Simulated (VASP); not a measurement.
Set up this calculation in VASP 6.6.1, as the native input.

* Task: single point
* Functional: PBE
* Potentials or basis: VASP PAW PBE potentials, release 64 (Cu)
* Cutoff: 520 eV
* k mesh: 18 × 18 × 18
* Occupations: gaussian, width 0.15 eV
* Spin: no spin polarisation
* Dipole correction: no
* Further INCAR settings: ALGO = Fast; EDIFF = 1e-06; NBANDS = 18

The structure of Cu lies in POSCAR:

```
Cu
1.0
    1.2386412945     -3.8091872976      0.0000000000
    1.2386412945      3.8091872976      0.0000000000
    0.0000000000      0.0000000000      2.5142119659
Cu
2
Direct
    0.1340351705      0.8659648295      0.2500000000
    0.8659648295      0.1340351705      0.7500000000
```

This cell differs from its parent crystal: normal strain along x +0.0000, normal strain along y -0.0550.

These files were run (other wordings do the same):

INCAR

```
PREC = Accurate ; ENCUT = 520
EDIFF = 1E-6 ; ISMEAR = 0
SIGMA = 0.15 ; LREAL = F
LASPH = T ; NELM = 60
ALGO = Fast ; ISIF = 2
LWAVE = F ; LCHARG = F
GGA = PE ; NBANDS = 18
```

KPOINTS

```
Automatic mesh
0
Gamma
  18 18 18
```

Potentials or basis: VASP PAW PBE potentials, release 64 (Cu).

Command:

```sh
$ cat potpaw_PBE.64/Cu/POTCAR > POTCAR
$ mpirun -np 1 vasp_std > vasp.out
```

Results of the run:

```yaml
Pressure: 9.8 GPa
Largest_force: 0.102 eV/Å
Band_gap_on_the_k_mesh: zero (band 11 reaches 11.29 eV, above the bottom of band 12 at 5.85 eV)
```

Caveat: the cell differs from its parent crystal (normal strain along x +0.0000, normal strain along y -0.0550).

Run time: 13 min on 1 thread of AMD EPYC 7R43 64-Core Processor (Zen 3), on a shared host, peak memory 0.37 GiB.
